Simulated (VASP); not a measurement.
Pb:

```
Pb
1.0
     0.00000    2.49141    2.49141
     2.49141    0.00000    2.49141
     2.49141    2.49141    0.00000
Pb
1
Direct
  0.00000 0.00000 0.00000
```

Program: VASP 6.6.1. Alike in all runs: task single point; potentials or basis VASP PAW PBE potentials, release 64 (Pb_d); no spin polarisation; cell as given; k mesh 9 × 9 × 9; cutoff (eV) 520; smearing fermi-dirac 0.05 eV.

Problem. Order these runs on this cell by their pressure, lowest first.
A. level BLYP+D4
B. level PBE+D4
C. level RPBE
D. level SVWN5
E. level BLYP

Solution. D (-3.1 GPa), B (-0.9 GPa), A (1.0 GPa), C (2.8 GPa), E (4.9 GPa).

Caveats: the PAW data sets were made with another functional, which shifts forces and pressure a little (some runs); pairwise dispersion overbinds metals, which lowers pressure and volume (some runs).
